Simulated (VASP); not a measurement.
# Te (P6/mmm) in VASP: further runs

The runs below take Te through single point, with PBE.

Program: VASP 6.6.1. These are calculated values, not measurements. Logs are shortened: lines on timing, memory, paths and dates and some standing lists are left out, and cuts for length are marked.

## 1. The cell of the first run

The structure is hexagonal, space group P6/mmm (No. 191). Conventional cell: a = 5.545 Å, b = 5.545 Å, c = 3.274 Å, α = 90.00°, β = 90.00°, γ = 120.00°. Te (site symmetry 6/mmm) has 14 Te at 3.27 to 3.60 Å within 4.3 Å. Te (site symmetry -6m2) has 11 Te at 3.20 to 3.60 Å within 4.2 Å.

## 2. Single point, PBE

The input, INCAR:

```
  PREC = Accurate
  ENCUT = 520
  EDIFF = 1E-6
  ISMEAR = -1
  SIGMA = 0.1
  LREAL = False
  LASPH = True
  NELM = 80
  ALGO = Normal
  ISIF = 2
  LWAVE = False
  LCHARG = True
  GGA = PE
  LELF = True
  LVHAR = True
  NBANDS = 16
```

The input, KPOINTS:

```
regular mesh
0
Gamma
  7 7 9
```

The input, POSCAR:

```
Te
1.0
    5.5449214432      0.0000000000      0.0000000000
   -2.7724607216      4.8020428318      0.0000000000
    0.0000000000      0.0000000000      3.2739735986
Te
3
Direct
    1.0000000000      0.0000000000      0.0000000000
    0.3333333333      0.6666666667      0.5000000000
    0.6666666667      0.3333333333      0.5000000000
```

Potentials or basis: VASP PAW PBE potentials, release 64 (Te).

Started as:

```sh
> cat potpaw_PBE.64/Te/POTCAR > POTCAR
> mpirun -np 1 vasp_std > vasp.out
```

OUTCAR:

```text
PREC = Accurate
   ENCUT = 520
   EDIFF = 1E-6
   ISMEAR = -1
   LREAL = False
   LASPH = True
   NELM = 80
   ISIF = 2
   GGA = PE

 ion  position               nearest neighbor table
   1  0.000  0.000  0.000-   2 3.60   3 3.60   2 3.60   3 3.60   2 3.60   2 3.60   3 3.60   3 3.60
                             3 3.60   3 3.60   2 3.60   2 3.60
   2  0.333  0.667  0.500-   3 3.20   3 3.20   3 3.20   1 3.60   1 3.60   1 3.60   1 3.60   1 3.60
                             1 3.60
   3  0.667  0.333  0.500-   2 3.20   2 3.20   2 3.20   1 3.60   1 3.60   1 3.60   1 3.60   1 3.60
                             1 3.60

  LATTYP: Found a hexagonal cell.
 ALAT       =     5.5449214432
 C/A-ratio  =     0.5904454431

  Lattice vectors:

 A1 = (   5.5449214432,   0.0000000000,   0.0000000000)
 A2 = (  -2.7724607216,   4.8020428318,   0.0000000000)
 A3 = (   0.0000000000,   0.0000000000,   3.2739735986)

Analysis of symmetry for initial positions (statically):
=====================================================================
 Subroutine PRICEL returns:
 Original cell was already a primitive cell.

 Routine SETGRP: Setting up the symmetry group for a
 hexagonal supercell.

 Subroutine GETGRP returns: Found 24 space group operations
 (whereof 24 operations were pure point group operations)
 out of a pool of 24 trial point group operations.

The static configuration has the point symmetry D_6h.

Analysis of symmetry for dynamics (positions and initial velocities):
=====================================================================
 Subroutine PRICEL returns:
 Original cell was already a primitive cell.

 Routine SETGRP: Setting up the symmetry group for a
 hexagonal supercell.

 Subroutine GETGRP returns: Found 24 space group operations
 (whereof 24 operations were pure point group operations)
 out of a pool of 24 trial point group operations.

The dynamic configuration has the point symmetry D_6h.

 Subroutine INISYM returns: Found 24 space group operations
 (whereof 24 operations are pure point group operations),
 and found     1 'primitive' translations

----------------------------------------------------------------------------------------

                                     Primitive cell

  volume of cell :      87.1759

  direct lattice vectors                    reciprocal lattice vectors
     5.544921443  0.000000000  0.000000000     0.180345206  0.104122353  0.000000000
    -2.772460722  4.802042832  0.000000000     0.000000000  0.208244706  0.000000000
     0.000000000  0.000000000  3.273973599     0.000000000  0.000000000  0.305439238

  length of vectors
     5.544921443  5.544921443  3.273973599     0.208244706  0.208244706  0.305439238

  position of ions in fractional coordinates (direct lattice)
     0.000000000  0.000000000  0.000000000
     0.333333333  0.666666667  0.500000000
     0.666666667  0.333333333  0.500000000

  ion indices of the primitive-cell ions
   primitive index   ion index
                 1           1
                 2           2
                 3           3

----------------------------------------------------------------------------------------

 KPOINTS: regular mesh

Automatic generation of k-mesh.
 Grid dimensions read from file:
 generate k-points for:    7    7    9

 Generating k-lattice:

  Cartesian coordinates                     Fractional coordinates (reciprocal lattice)
     0.025763601  0.014874622  0.000000000     0.142857143  0.000000000  0.000000000
     0.000000000  0.029749244  0.000000000     0.000000000  0.142857143  0.000000000
     0.000000000  0.000000000  0.033937693     0.000000000  0.000000000  0.111111111

  Length of vectors
     0.029749244  0.029749244  0.033937693

  Shift w.r.t. Gamma in fractional coordinates (k-lattice)
     0.000000000  0.000000000  0.000000000

 Subroutine IBZKPT returns following result:
 ===========================================

 Found     40 irreducible k-points:

 Following reciprocal coordinates:
            Coordinates               Weight
  0.000000  0.000000  0.000000      1.000000
  0.142857  0.000000  0.000000      6.000000
  0.285714  0.000000  0.000000      6.000000
  0.428571 -0.000000  0.000000      6.000000
  0.142857  0.142857  0.000000      6.000000
  0.285714  0.142857  0.000000     12.000000
[... 16 lines left out ...]
  0.428571  0.142857  0.222222     12.000000
  0.285714  0.285714  0.222222     12.000000
 [... further k-points ...]
   k-points           NKPTS =     40   k-points in BZ     NKDIM =     40   number of bands    NBANDS=     16
   number of dos      NEDOS =    301   number of ions     NIONS =      3
   total plane-waves  NPLWV =  42336
   dimension x,y,z NGX =    42 NGY =   42 NGZ =   24
   dimension x,y,z NGXF=    84 NGYF=   84 NGZF=   48
   ions per type =               3
   NGX,Y,Z   is equivalent  to a cutoff of  12.59, 12.59, 12.19 a.u.
   NGXF,Y,Z  is equivalent  to a cutoff of  25.18, 25.18, 24.37 a.u.
 SYSTEM =  unknown system
   PREC   = accura    normal or accurate (medium, high low for compatibility)
   ISTART =      0    job   : 0-new  1-cont  2-samecut
   ICHARG =      2    charge: 1-file 2-atom 10-const
   ISPIN  =      1    spin polarized calculation?
   LNONCOLLINEAR =      F non collinear calculations
   LSORBIT =      F    spin-orbit coupling
   LASPH  =      T    aspherical Exc in radial PAW
   ENCUT  =  520.0 eV  38.22 Ry    6.18 a.u.  10.31 10.31  6.09*2*pi/ulx,y,z
   NELM   =     80;   NELMIN=  2; NELMDL= -5     # of ELM steps
   EDIFF  = 0.1E-05   stopping-criterion for ELM
   LREAL  =      F    real-space projection
   EDIFFG = 0.1E-04   stopping-criterion for IOM
   NSW    =      0    number of steps for IOM
   IBRION =     -1    ionic relax: 0-MD 1-quasi-New 2-CG
   NFREE  =      0    steps in history (QN), initial steepest desc. (CG)
   ISIF   =      2    stress and relaxation
   ISYM   =      2    0-nonsym 1-usesym 2-fastsym
   POTIM  = 0.5000    time-step for ionic-motion
   TEBEG  =    0.0;   TEEND  =   0.0 temperature during run
   PSTRESS=    0.0 pullay stress
   NELECT =      18.0000    total number of electrons
   NUPDOWN=      -1.0000    fix difference up-down
   EMIN   =  10.00;   EMAX   =-10.00  energy-range for DOS
   EFERMI =   0.00;   METHOD = LEGACY
   ISMEAR =    -1;   SIGMA  =   0.10  broadening in eV -4-tet -1-fermi 0-gaus
   EFERMI_NEDOS =   21; number of points for ismear=-14 and -15
   IALGO  =     38    algorithm
   IMIX   =      4    mixing-type and parameters
     AMIX     =   0.40;   BMIX     =  1.00
     AMIX_MAG =   1.60;   BMIX_MAG =  1.00
  volume/ion in A,a.u.               =      29.06       196.10
  Fermi-wavevector in a.u.,A,eV,Ry     =   0.967610  1.828517 12.738702  0.936268
  Thomas-Fermi vector in A             =   2.097510
   LORBIT       =      0    0 simple, 1 ext, 2 COOP (PROOUT), +10 PAW based schemes
   GGA     = PE    functional components
   LHFCALC =     F    Hartree Fock is set to
   AEXX    =    0.0000 exact exchange contribution
   IVDW    =     0    specifies the selected vdW correction
   LEPSILON=     F    determine dielectric tensor
   LRPA    =     F    only Hartree local field effects (RPA)
 non-spin polarized calculation
  energy-cutoff  :      520.00
  volume of cell :       87.18
 maximum number of plane-waves:      2376
 NGX is ok and might be reduce to    42
   NGX = 21   NGY = 21   NGZ = 13

 number of electron      18.0000000 magnetization

 Free energy of the ion-electron system (eV)
  ---------------------------------------------------
  ext. energy  EPLUGINS =         0.00000000
  ---------------------------------------------------
  free energy    TOTEN  =        -8.44587812 eV

  energy without entropy =       -8.36435996  energy(sigma->0) =       -8.40511904

 E-fermi :   7.6324     XC(G=0):  -9.9757

 val. band max:        7.6121966354   @ k =   0.0000   0.0000   0.2222
 cond. band min:       7.6791789851   @ k =   0.2857   0.0000   0.1111
 fundamental gap:      0.0669823497
 Fermi energy:         7.6323861399

 k-point     1 :       0.0000    0.0000    0.0000
  band No.  band energies     occupation
      1      -6.2028      2.00000
      2      -2.8732      2.00000
      3      -2.8526      2.00000
      4       3.0713      2.00000
      5       3.0713      2.00000
      6       3.5233      2.00000
[... 8 lines left out ...]
     15      17.3181      0.00000
     16      17.3182      0.00000

 k-point     2 :       0.1429    0.0000    0.0000
  band No.  band energies     occupation
      1      -6.0866      2.00000
      2      -3.0736      2.00000
      3      -2.9904      2.00000
      4       2.5024      2.00000
      5       2.8397      2.00000
      6       4.3188      2.00000
[... 8 lines left out ...]
     15      16.6933      0.00000
     16      16.9705      0.00000

 k-point     3 :       0.2857    0.0000    0.0000
  band No.  band energies     occupation
      1      -5.7437      2.00000
      2      -3.6835      2.00000
      3      -3.2009      2.00000
      4       1.9958      2.00000
      5       3.3136      2.00000
      6       5.4903      2.00000
[... 8 lines left out ...]
     15      15.8738      0.00000
     16      16.2817      0.00000

 k-point     4 :       0.4286   -0.0000    0.0000
  band No.  band energies     occupation
      1      -5.2035      2.00000
      2      -4.4416      2.00000
      3      -3.3377      2.00000
      4       1.7368      2.00000
      5       4.4270      2.00000
      6       6.0153      2.00000
[... 8 lines left out ...]
     15      14.8798      0.00000
     16      15.5350      0.00000

 k-point     5 :       0.1429    0.1429    0.0000
  band No.  band energies     occupation
      1      -5.8568      2.00000
      2      -3.3749      2.00000
      3      -3.2811      2.00000
      4       2.4769      2.00000
      5       2.6657      2.00000
      6       5.4887      2.00000
[... 8 lines left out ...]
     15      15.7724      0.00000
     16      15.9475      0.00000

 k-point     6 :       0.2857    0.1429    0.0000
  band No.  band energies     occupation
      1      -5.4122      2.00000
      2      -4.0156      2.00000
      3      -3.5272      2.00000
      4       2.2446      2.00000
      5       3.4011      2.00000
      6       6.4256      1.99999
[... 8 lines left out ...]
     15      14.8399      0.00000
     16      15.4461      0.00000

 k-point     7 :       0.4286    0.1429    0.0000
  band No.  band energies     occupation
      1      -4.8889      2.00000
      2      -4.6443      2.00000
      3      -3.6096      2.00000
      4       2.1350      2.00000
      5       4.5772      2.00000
      6       4.9315      2.00000
[... 8 lines left out ...]
     15      14.4476      0.00000
     16      14.6169      0.00000

 k-point     8 :       0.2857    0.2857    0.0000
  band No.  band energies     occupation
      1      -4.8971      2.00000
      2      -4.3003      2.00000
      3      -4.0502      2.00000
      4       3.0881      2.00000
      5       3.4406      2.00000
      6       4.7901      2.00000
[... 8 lines left out ...]
     15      14.0552      0.00000
     16      14.3596      0.00000

 k-point     9 :       0.0000    0.0000    0.1111
  band No.  band energies     occupation
      1      -6.0529      2.00000
      2      -2.7788      2.00000
      3      -2.7187      2.00000
      4       3.2002      2.00000
      5       3.2002      2.00000
      6       3.6894      2.00000
[... 8 lines left out ...]
     15      15.8281      0.00000
     16      16.8825      0.00000
[... 172 lines left out ...]
 k-point    19 :       0.2857    0.0000    0.2222
  band No.  band energies     occupation
      1      -5.1690      2.00000
      2      -3.1826      2.00000
      3      -2.7590      2.00000
      4       2.5985      2.00000
      5       3.6233      2.00000
      6       5.1136      2.00000
[... 8 lines left out ...]
     15      15.4356      0.00000
     16      16.3537      0.00000

 k-point    20 :       0.4286   -0.0000    0.2222
  band No.  band energies     occupation
      1      -4.6515      2.00000
      2      -3.8930      2.00000
      3      -2.8801      2.00000
      4       2.3498      2.00000
      5       4.3623      2.00000
      6       5.2999      2.00000
[... 8 lines left out ...]
     15      15.4419      0.00000
     16      16.1061      0.00000

 k-point    21 :       0.1429    0.1429    0.2222
  band No.  band energies     occupation
      1      -5.2787      2.00000
      2      -2.8681      2.00000
      3      -2.8612      2.00000
      4       2.9235      2.00000
      5       3.2824      2.00000
      6       4.7923      2.00000
[... 8 lines left out ...]
     15      15.6000      0.00000
     16      16.0153      0.00000

 k-point    22 :       0.2857    0.1429    0.2222
  band No.  band energies     occupation
      1      -4.8486      2.00000
      2      -3.4941      2.00000
      3      -3.0523      2.00000
      4       2.7588      2.00000
      5       3.7825      2.00000
      6       5.2621      2.00000
[... 8 lines left out ...]
     15      15.2068      0.00000
     16      15.7318      0.00000

 k-point    23 :       0.4286    0.1429    0.2222
  band No.  band energies     occupation
      1      -4.3654      2.00000
      2      -4.0730      2.00000
      3      -3.1235      2.00000
      4       2.6718      2.00000
      5       4.5826      2.00000
      6       4.8963      2.00000
[... 8 lines left out ...]
     15      15.1044      0.00000
     16      15.3845      0.00000

 k-point    24 :       0.2857    0.2857    0.2222
  band No.  band energies     occupation
      1      -4.3562      2.00000
      2      -3.7814      2.00000
      3      -3.5134      2.00000
      4       3.3020      2.00000
      5       4.0179      2.00000
      6       4.9560      2.00000
[... 8 lines left out ...]
     15      14.4355      0.00000
     16      14.6655      0.00000

 [... further k-points ...]
[... 5 lines left out ...]
  --------------------------------------------------------------------------------------
  -------------------------------------------------------------------------------------
  Total       -0.0686587     -0.0686587     -0.0400531      0.0000000     -0.0000000      0.0000000
  in kB       -1.2618550     -1.2618550     -0.7361219      0.0000000     -0.0000000      0.0000000
  external PRESSURE =      -1.0866107 kB  Pullay stress =       0.0000000 kB

 VOLUME and BASIS-vectors are now :
 -----------------------------------------------------------------------------
  energy-cutoff  :      520.00
  volume of cell :       87.18
      direct lattice vectors                 reciprocal lattice vectors
     5.544921443  0.000000000  0.000000000     0.180345206  0.104122353  0.000000000
    -2.772460722  4.802042832  0.000000000     0.000000000  0.208244706  0.000000000
     0.000000000  0.000000000  3.273973599     0.000000000  0.000000000  0.305439238

 POSITION                                       TOTAL-FORCE (eV/Angst)
 -----------------------------------------------------------------------------------
      0.00000      0.00000      0.00000        -0.000000      0.000000      0.000000
     -0.00000      3.20136      1.63699        -0.000000      0.000000      0.000000
      2.77246      1.60068      1.63699         0.000000     -0.000000      0.000000
 -----------------------------------------------------------------------------------
    total drift:                               -0.000000      0.000000     -0.000000

  FREE ENERGIE OF THE ION-ELECTRON SYSTEM (eV)
  ---------------------------------------------------
  free  energy   TOTEN  =        -8.4458781187 eV

  energy  without entropy=       -8.3643599604  energy(sigma->0) =       -8.40511904
```

Wall time 83 s (1 thread of AMD EPYC 7R43 (Zen 3), shared host); peak memory 0.17 GiB.

What came out:

```yaml
Free_energy: -8.4459 eV
Pressure: -0.1 GPa
Band_gap_on_the_k_mesh: zero (band 9 reaches 10.32 eV, above the bottom of band 10 at 5.79 eV)
```

Caveat: spin-orbit coupling is left out, which moves the levels of the heavy elements.

(Continued in part 2 of 3.)
